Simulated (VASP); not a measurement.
# SrTiO3 (Pm-3m) in VASP: notebook, part 2 of 2

VASP 6.6.1. Earlier steps stand in the parts before.

## 3. Single point, PBE

INCAR

```
SYSTEM = SrTiO3
PREC = Accurate
ENCUT = 600
EDIFF = 1E-6
ISMEAR = 0
SIGMA = 0.1
LREAL = .False.
LASPH = .True.
NELM = 120
ALGO = Normal
ISIF = 2
LWAVE = .False.
LCHARG = .False.
GGA = PE
NBANDS = 28
ISYM = 0
GGA_COMPAT = .False.
```

KPOINTS

```
Automatic mesh
0
Gamma
  4 3 1
  0.25 0.25 0.25
```

POSCAR

```
SrTiO3
1.0
    3.9127013100      0.0000000000      0.0000000000
    0.0000000000      3.9127013100      0.0000000000
    0.0000000000      0.0000000000      3.9127013100
Sr Ti O
1 1 3
Direct
    0.0000000000      0.0000000000      0.0000000000
    0.5000000000      0.5000000000      0.5000000000
    0.5000000000      0.0000000000      0.5000000000
    0.5000000000      0.5000000000      0.0000000000
    0.0000000000      0.5000000000      0.5000000000
```

Potentials or basis: VASP PAW PBE potentials, release 64 (Sr_sv, Ti_sv, O).

Command:

```
cat potpaw_PBE.64/Sr_sv/POTCAR potpaw_PBE.64/Ti_sv/POTCAR potpaw_PBE.64/O/POTCAR > POTCAR
mpirun -np 1 vasp_std > vasp.out
```

Wall time 25 s (1 thread of Intel Xeon 6975P-C, shared host); peak memory 0.19 GiB.

The run converged, but its numbers aren't listed here, since they failed a check.

Caveat: the k points lie up to 1.61 Å⁻¹ apart.

## 4. Single point, PBE+U

INCAR

```
PREC = Accurate ; ENCUT = 600
EDIFF = 1E-6 ; ISMEAR = 0
SIGMA = 0.1 ; LREAL = False
LASPH = True ; NELM = 200
ALGO = Normal ; ISIF = 2
LWAVE = False ; LCHARG = True
LMAXMIX = 4 ; LDAU = True
LDAUTYPE = 1 ; LDAUL = -1 2 -1
LDAUU = 0 6 0 ; LDAUJ = 0 0.82 0
LDAUPRINT = 1 ; GGA = PE
LELF = True ; LVHAR = True
NBANDS = 28 ; GGA_COMPAT = False
```

KPOINTS

```
regular mesh
0
Gamma
  2 2 2
```

POSCAR is that of step 3.

Potentials or basis: VASP PAW PBE potentials, release 64 (Sr_sv, Ti_sv, O).

Command:

```
cat potpaw_PBE.64/Sr_sv/POTCAR potpaw_PBE.64/Ti_sv/POTCAR potpaw_PBE.64/O/POTCAR > POTCAR
mpirun -np 1 vasp_std > vasp.out
```

OUTCAR:

```text
PREC = Accurate
   ENCUT = 600
   EDIFF = 1E-6
   ISMEAR = 0
   LREAL = False
   LASPH = True
   NELM = 200
   ISIF = 2
   GGA = PE

 ion  position               nearest neighbor table
   1  0.000  0.000  0.000-   3 2.77   4 2.77   5 2.77   3 2.77   5 2.77   4 2.77   5 2.77   5 2.77
                             3 2.77   4 2.77   3 2.77   4 2.77   2 3.39   2 3.39   2 3.39   2 3.39
   2  0.500  0.500  0.500-   3 1.96   4 1.96   5 1.96   4 1.96   3 1.96   5 1.96   1 3.39   1 3.39
                             1 3.39   1 3.39   1 3.39   1 3.39   1 3.39   1 3.39
   3  0.500  0.000  0.500-   2 1.96   2 1.96   1 2.77   1 2.77   1 2.77   1 2.77
   4  0.500  0.500  0.000-   2 1.96   2 1.96   1 2.77   1 2.77   1 2.77   1 2.77
   5  0.000  0.500  0.500-   2 1.96   2 1.96   1 2.77   1 2.77   1 2.77   1 2.77

  LATTYP: Found a simple cubic cell.
 ALAT       =     3.9127013100

  Lattice vectors:

 A1 = (   3.9127013100,   0.0000000000,   0.0000000000)
 A2 = (   0.0000000000,   3.9127013100,   0.0000000000)
 A3 = (   0.0000000000,   0.0000000000,   3.9127013100)

Analysis of symmetry for initial positions (statically):
=====================================================================
 Subroutine PRICEL returns:
[... 197 lines left out ...]
 cond. band min:       6.5641780662   @ k =   0.0000   0.0000   0.0000
 fundamental gap:      2.1648096423
 Fermi energy:         4.8620341583

 k-point     1 :       0.0000    0.0000    0.0000
  band No.  band energies     occupation
      1     -53.9252      2.00000
      2     -30.0824      2.00000
      3     -30.0824      2.00000
      4     -30.0824      2.00000
      5     -28.4932      2.00000
      6     -13.1118      2.00000
[... 113 lines left out ...]
     27      12.4474      0.00000
     28      12.4474      0.00000

------------------------ aborting loop because EDIFF is reached ----------------------------------------

  FORCE on cell =-STRESS in cart. coord.  units (eV):
  Direction    XX          YY          ZZ          XY          YZ          ZX
  --------------------------------------------------------------------------------------
  -------------------------------------------------------------------------------------
  Total        4.0417284      4.0417284      4.0417284     -0.0000000     -0.0000000      0.0000000
  in kB      108.1054589    108.1054589    108.1054589     -0.0000000     -0.0000000      0.0000000
  external PRESSURE =     108.1054589 kB  Pullay stress =       0.0000000 kB

 VOLUME and BASIS-vectors are now :
 -----------------------------------------------------------------------------
  energy-cutoff  :      600.00
  volume of cell :       59.90
      direct lattice vectors                 reciprocal lattice vectors
     3.912701310  0.000000000  0.000000000     0.255577904  0.000000000  0.000000000
     0.000000000  3.912701310  0.000000000     0.000000000  0.255577904  0.000000000
     0.000000000  0.000000000  3.912701310     0.000000000  0.000000000  0.255577904

 POSITION                                       TOTAL-FORCE (eV/Angst)
 -----------------------------------------------------------------------------------
      0.00000      0.00000      0.00000         0.000000      0.000000      0.000000
      1.95635      1.95635      1.95635         0.000000      0.000000      0.000000
      1.95635      0.00000      1.95635         0.000000      0.000000      0.000000
      1.95635      1.95635      0.00000         0.000000      0.000000      0.000000
      0.00000      1.95635      1.95635         0.000000      0.000000      0.000000
 -----------------------------------------------------------------------------------
    total drift:                                0.000000     -0.000000     -0.000000

  FREE ENERGIE OF THE ION-ELECTRON SYSTEM (eV)
  ---------------------------------------------------
  free  energy   TOTEN  =       -35.9334447389 eV

  energy  without entropy=      -35.9334447388  energy(sigma->0) =      -35.93344474
```

stdout:

```text
POSCAR found type information on POSCAR SrTiO
 POSCAR found :  3 types and       5 ions
 scaLAPACK will be used
 LDA part: xc-table for (Slater+PW92), standard interpolation
 POSCAR, INCAR and KPOINTS ok, starting setup
 FFT: planning ... GRIDC
 FFT: planning ... GRID_SOFT
 FFT: planning ... GRID
 WAVECAR not read
 entering main loop
```

Wall time 14 s (1 thread of Intel Xeon 6975P-C, shared host); peak memory 0.18 GiB.

What came out:

* Free energy: -35.9334 eV
* Pressure: 10.8 GPa
* Band gap on the k mesh: 2.16 eV, indirect (least direct gap 2.61 eV)

Eigenvalues of the final occupation matrices:
```tsv
site	spin	trace	eigenvalues
site 2 d	1	0.75	0.10 0.10 0.10 0.23 0.23
site 2 d	2	0.75	0.10 0.10 0.10 0.23 0.23
```

Caveat: the k points lie up to 0.80 Å⁻¹ apart.
